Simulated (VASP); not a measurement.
# PbS (Cmcm) in VASP: a series of runs

Runs on PbS. Level: r2SCAN. Tasks: single point.

Everything below comes from runs of VASP 6.6.1. Logs are shortened: lines on timing, memory, paths and dates and some standing lists are left out, and cuts for length are marked.

### Step 1. The cell of the first run

Symmetry: Cmcm, No. 63, orthorhombic system. The conventional cell has a = 4.075 Å, b = 11.738 Å, c = 4.192 Å, α = 90.00°, β = 90.00°, γ = 90.00°. Pb (site symmetry m2m) has 5 S at 2.63 to 2.93 Å within 3.5 Å. S (site symmetry m2m) has 5 Pb at 2.63 to 2.93 Å within 3.5 Å.

### Step 2. Single point, r2SCAN

File POSCAR:

```
PbS
1.0
    2.0374927619     -5.8689911772      0.0000000000
    2.0374927619      5.8689911772      0.0000000000
    0.0000000000      0.0000000000      4.1919633476
Pb S
2 2
Direct
    0.8694366500      0.1305633500      0.7500000000
    0.1305633500      0.8694366500      0.2500000000
    0.6452029100      0.3547970900      0.7500000000
    0.3547970900      0.6452029100      0.2500000000
```

File INCAR.step1:

```
SYSTEM = PbS
PREC = Accurate ; ENCUT = 520
ISMEAR = -1 ; SIGMA = 0.02
LREAL = .False. ; LASPH = .True.
NELM = 80 ; NBANDS = 28
GGA = PE ; ALGO = Normal
EDIFF = 1E-4 ; LWAVE = .True.
LCHARG = .False.
```

File INCAR.step2:

```
SYSTEM = PbS
PREC = Accurate ; ENCUT = 520
EDIFF = 1E-7 ; ISMEAR = -1
SIGMA = 0.02 ; LREAL = .False.
LASPH = .True. ; NELM = 80
ALGO = Normal ; ISIF = 2
LWAVE = .False. ; LCHARG = .True.
METAGGA = R2SCAN ; LMIXTAU = .True.
LELF = .True. ; LVHAR = .True.
NBANDS = 28 ; ISTART = 1
```

File KPOINTS:

```
regular mesh
0
Gamma
  4 4 4
  0 0 0
```

Potentials or basis: VASP PAW PBE potentials, release 64 (Pb_d, S).

Command:

```sh
> cat potpaw_PBE.64/Pb_d/POTCAR potpaw_PBE.64/S/POTCAR > POTCAR
> cp INCAR.step1 INCAR
> mpirun -np 1 vasp_std > vasp.out
> cp INCAR.step2 INCAR
> mpirun -np 1 vasp_std > vasp.out
```

OUTCAR:

```text
SYSTEM = PbS
   PREC = Accurate
   ENCUT = 520
   EDIFF = 1E-7
   ISMEAR = -1
   LREAL = .False.
   LASPH = .True.
   NELM = 80
   ISIF = 2
   METAGGA = R2SCAN
   ISTART = 1

 ion  position               nearest neighbor table
   1  0.869  0.131  0.750-   3 2.63   4 2.93   4 2.93   4 2.93   4 2.93   2 3.71   2 3.71   2 4.05
                             2 4.05   2 4.05   2 4.05
   2  0.131  0.869  0.250-   4 2.63   3 2.93   3 2.93   3 2.93   3 2.93   1 3.71   1 3.71   1 4.05
                             1 4.05   1 4.05   1 4.05
   3  0.645  0.355  0.750-   1 2.63   2 2.93   2 2.93   2 2.93   2 2.93
   4  0.355  0.645  0.250-   2 2.63   1 2.93   1 2.93   1 2.93   1 2.93

  LATTYP: Found a base centered orthorhombic cell.
 ALAT       =     4.0749855238
 B/A-ratio  =     2.8804967001
 C/A-ratio  =     1.0287063164

  Lattice vectors:

 A1 = (   2.0374927619,  -5.8689911772,   0.0000000000)
 A2 = (   2.0374927619,   5.8689911772,   0.0000000000)
 A3 = (   0.0000000000,   0.0000000000,   4.1919633476)

Analysis of symmetry for initial positions (statically):
=====================================================================
 Subroutine PRICEL returns:
 Original cell was already a primitive cell.

 Routine SETGRP: Setting up the symmetry group for a
 base centered orthorhombic supercell.

 Subroutine GETGRP returns: Found  8 space group operations
 (whereof  4 operations were pure point group operations)
 out of a pool of  8 trial point group operations.

The static configuration has the point symmetry C_2h.
 The point group associated with its full space group is D_2h.

Analysis of symmetry for dynamics (positions and initial velocities):
=====================================================================
 Subroutine PRICEL returns:
 Original cell was already a primitive cell.

 Routine SETGRP: Setting up the symmetry group for a
 base centered orthorhombic supercell.

 Subroutine GETGRP returns: Found  8 space group operations
 (whereof  4 operations were pure point group operations)
 out of a pool of  8 trial point group operations.

The dynamic configuration has the point symmetry C_2h.
 The point group associated with its full space group is D_2h.

 Subroutine INISYM returns: Found  8 space group operations
 (whereof  4 operations are pure point group operations),
 and found     1 'primitive' translations

----------------------------------------------------------------------------------------

                                     Primitive cell

  volume of cell :     100.2552

  direct lattice vectors                    reciprocal lattice vectors
     2.037492762 -5.868991177  0.000000000     0.245399645 -0.085193517  0.000000000
     2.037492762  5.868991177  0.000000000     0.245399645  0.085193517  0.000000000
     0.000000000  0.000000000  4.191963348     0.000000000  0.000000000  0.238551704

  length of vectors
     6.212602852  6.212602852  4.191963348     0.259767051  0.259767051  0.238551704

  position of ions in fractional coordinates (direct lattice)
     0.869436650  0.130563350  0.750000000
     0.130563350  0.869436650  0.250000000
     0.645202910  0.354797090  0.750000000
     0.354797090  0.645202910  0.250000000

  ion indices of the primitive-cell ions
   primitive index   ion index
                 1           1
                 2           2
                 3           3
                 4           4

----------------------------------------------------------------------------------------

 KPOINTS: regular mesh

Automatic generation of k-mesh.
 Grid dimensions read from file:
 generate k-points for:    4    4    4

 Generating k-lattice:

  Cartesian coordinates                     Fractional coordinates (reciprocal lattice)
     0.061349911 -0.021298379  0.000000000     0.250000000  0.000000000  0.000000000
     0.061349911  0.021298379  0.000000000     0.000000000  0.250000000  0.000000000
     0.000000000  0.000000000  0.059637926     0.000000000  0.000000000  0.250000000

  Length of vectors
     0.064941763  0.064941763  0.059637926

  Shift w.r.t. Gamma in fractional coordinates (k-lattice)
     0.000000000  0.000000000  0.000000000

 Subroutine IBZKPT returns following result:
 ===========================================

 Found     21 irreducible k-points:

 Following reciprocal coordinates:
            Coordinates               Weight
  0.000000  0.000000  0.000000      1.000000
  0.250000 -0.000000  0.000000      4.000000
  0.500000 -0.000000  0.000000      2.000000
  0.250000  0.250000  0.000000      2.000000
  0.500000  0.250000  0.000000      4.000000
 -0.250000  0.250000  0.000000      2.000000
[... 13 lines left out ...]
 -0.250000  0.250000  0.500000      2.000000
  0.500000  0.500000  0.500000      1.000000
   k-points           NKPTS =     21   k-points in BZ     NKDIM =     21   number of bands    NBANDS=     28
   number of dos      NEDOS =    301   number of ions     NIONS =      4
   total plane-waves  NPLWV =  73728
   dimension x,y,z NGX =    48 NGY =   48 NGZ =   32
   dimension x,y,z NGXF=    96 NGYF=   96 NGZF=   64
   ions per type =               2   2
   NGX,Y,Z   is equivalent  to a cutoff of  12.84, 12.84, 12.69 a.u.
   NGXF,Y,Z  is equivalent  to a cutoff of  25.69, 25.69, 25.38 a.u.
 SYSTEM =  PbS
   PREC   = accura    normal or accurate (medium, high low for compatibility)
   ISTART =      1    job   : 0-new  1-cont  2-samecut
   ICHARG =      0    charge: 1-file 2-atom 10-const
   ISPIN  =      1    spin polarized calculation?
   LNONCOLLINEAR =      F non collinear calculations
   LSORBIT =      F    spin-orbit coupling
   LASPH  =      T    aspherical Exc in radial PAW
   ENCUT  =  520.0 eV  38.22 Ry    6.18 a.u.  11.55 11.55  7.79*2*pi/ulx,y,z
   NELM   =     80;   NELMIN=  2; NELMDL=  0     # of ELM steps
   EDIFF  = 0.1E-06   stopping-criterion for ELM
   LREAL  =      F    real-space projection
   EDIFFG = 0.1E-05   stopping-criterion for IOM
   NSW    =      0    number of steps for IOM
   IBRION =     -1    ionic relax: 0-MD 1-quasi-New 2-CG
   NFREE  =      0    steps in history (QN), initial steepest desc. (CG)
   ISIF   =      2    stress and relaxation
   ISYM   =      2    0-nonsym 1-usesym 2-fastsym
   POTIM  = 0.5000    time-step for ionic-motion
   TEBEG  =    0.0;   TEEND  =   0.0 temperature during run
   PSTRESS=    0.0 pullay stress
   NELECT =      40.0000    total number of electrons
   NUPDOWN=      -1.0000    fix difference up-down
   EMIN   =  10.00;   EMAX   =-10.00  energy-range for DOS
   EFERMI =   0.00;   METHOD = LEGACY
   ISMEAR =    -1;   SIGMA  =   0.02  broadening in eV -4-tet -1-fermi 0-gaus
   EFERMI_NEDOS =   21; number of points for ismear=-14 and -15
   IALGO  =     38    algorithm
   IMIX   =      4    mixing-type and parameters
     AMIX     =   0.40;   BMIX     =  1.00
     AMIX_MAG =   1.60;   BMIX_MAG =  1.00
  volume/ion in A,a.u.               =      25.06       169.14
  Fermi-wavevector in a.u.,A,eV,Ry     =   1.205200  2.277498 19.762561  1.452507
  Thomas-Fermi vector in A             =   2.340903
   LORBIT       =      0    0 simple, 1 ext, 2 COOP (PROOUT), +10 PAW based schemes
   METAGGA = R2SCAN    functional components
   LHFCALC =     F    Hartree Fock is set to
   AEXX    =    0.0000 exact exchange contribution
   IVDW    =     0    specifies the selected vdW correction
   LEPSILON=     F    determine dielectric tensor
   LRPA    =     F    only Hartree local field effects (RPA)
 non-spin polarized calculation
  energy-cutoff  :      520.00
  volume of cell :      100.26
 maximum number of plane-waves:      2728
 NGX is ok and might be reduce to    48
   NGX = 23   NGY = 23   NGZ = 15

 number of electron      39.9999997 magnetization

 Free energy of the ion-electron system (eV)
  ---------------------------------------------------
  ext. energy  EPLUGINS =         0.00000000
  ---------------------------------------------------
  free energy    TOTEN  =      -131.07020261 eV

  energy without entropy =     -131.07020261  energy(sigma->0) =     -131.07020261

 E-fermi :   5.8250     XC(G=0): -10.4438

 val. band max:        5.3994704374   @ k =   0.0000   0.0000   0.5000
 cond. band min:       6.8424310725   @ k =   0.5000   0.5000   0.0000
 fundamental gap:      1.4429606351
 Fermi energy:         5.8250222202

 k-point     1 :       0.0000    0.0000    0.0000
  band No.  band energies     occupation
      1     -11.5980      2.00000
      2     -11.4347      2.00000
      3     -11.4215      2.00000
      4     -11.4143      2.00000
      5     -11.3789      2.00000
      6     -11.3747      2.00000
[... 20 lines left out ...]
     27      12.2900      0.00000
     28      12.9594      0.00000

 k-point     2 :       0.2500   -0.0000    0.0000
  band No.  band energies     occupation
      1     -11.5471      2.00000
      2     -11.4227      2.00000
      3     -11.4148      2.00000
      4     -11.3985      2.00000
      5     -11.3898      2.00000
      6     -11.3839      2.00000
[... 20 lines left out ...]
     27      12.9815      0.00000
     28      13.8169      0.00000

 k-point     3 :       0.5000   -0.0000    0.0000
  band No.  band energies     occupation
      1     -11.4660      2.00000
      2     -11.4566      2.00000
      3     -11.4241      2.00000
      4     -11.4237      2.00000
      5     -11.3823      2.00000
      6     -11.3773      2.00000
[... 20 lines left out ...]
     27      14.0045      0.00000
     28      15.1230      0.00000

 k-point     4 :       0.2500    0.2500    0.0000
  band No.  band energies     occupation
      1     -11.4665      2.00000
      2     -11.4558      2.00000
      3     -11.4336      2.00000
      4     -11.4109      2.00000
      5     -11.3843      2.00000
      6     -11.3703      2.00000
[... 485 lines left out ...]
     27      12.8616      0.00000
     28      12.8616      0.00000

 k-point    20 :      -0.2500    0.2500    0.5000
  band No.  band energies     occupation
      1     -11.4781      2.00000
      2     -11.4781      2.00000
      3     -11.4132      2.00000
      4     -11.4132      2.00000
      5     -11.3777      2.00000
      6     -11.3777      2.00000
[... 20 lines left out ...]
     27      15.5600      0.00000
     28      15.5600      0.00000

 k-point    21 :       0.5000    0.5000    0.5000
  band No.  band energies     occupation
      1     -11.4835      2.00000
      2     -11.4835      2.00000
      3     -11.4055      2.00000
      4     -11.4055      2.00000
      5     -11.3774      2.00000
      6     -11.3774      2.00000
[... 20 lines left out ...]
     27      14.6411      0.00000
     28      14.6411      0.00000

------------------------ aborting loop because EDIFF is reached ----------------------------------------

  FORCE on cell =-STRESS in cart. coord.  units (eV):
  Direction    XX          YY          ZZ          XY          YZ          ZX
  --------------------------------------------------------------------------------------
  -------------------------------------------------------------------------------------
  Total        2.5281522      2.2287487      2.4455552      0.0000000     -0.0000000      0.0000000
  in kB       40.4023659     35.6176030     39.0823843      0.0000000     -0.0000000      0.0000000
  external PRESSURE =      38.3674511 kB  Pullay stress =       0.0000000 kB

 VOLUME and BASIS-vectors are now :
 -----------------------------------------------------------------------------
  energy-cutoff  :      520.00
  volume of cell :      100.26
      direct lattice vectors                 reciprocal lattice vectors
     2.037492762 -5.868991177  0.000000000     0.245399645 -0.085193517  0.000000000
     2.037492762  5.868991177  0.000000000     0.245399645  0.085193517  0.000000000
     0.000000000  0.000000000  4.191963348     0.000000000  0.000000000  0.238551704

 POSITION                                       TOTAL-FORCE (eV/Angst)
 -----------------------------------------------------------------------------------
      2.03749     -4.33644      3.14397         0.000000     -0.405032      0.000000
      2.03749      4.33644      1.04799         0.000000      0.405032     -0.000000
      2.03749     -1.70439      3.14397         0.000000      0.194247     -0.000000
      2.03749      1.70439      1.04799         0.000000     -0.194247     -0.000000
 -----------------------------------------------------------------------------------
    total drift:                               -0.000000     -0.000000      0.000000

  FREE ENERGIE OF THE ION-ELECTRON SYSTEM (eV)
  ---------------------------------------------------
  free  energy   TOTEN  =      -131.0702026053 eV

  energy  without entropy=     -131.0702026053  energy(sigma->0) =     -131.07020261
```

Wall time 2.4 min (1 thread of Intel Xeon 6975P-C (Granite Rapids), shared host); peak memory 0.3 GiB.

What came out:

```yaml
Free_energy: -131.0702 eV
Pressure: 3.8 GPa
Largest_force: 0.405 eV/Å
Band_gap_on_the_k_mesh: 1.44 eV, indirect (least direct gap 1.93 eV)
```

Forces on the atoms (eV/Å):
```
Pb   0.000 -0.405  0.000
Pb   0.000  0.405  0.000
S    0.000  0.194  0.000
S    0.000 -0.194  0.000
```

Caveat: the PAW data sets were made with another functional, which shifts forces and pressure a little; spin-orbit coupling is left out, which moves the levels of the heavy elements. A k mesh can miss the band edges.

(Continued in part 2 of 2.)
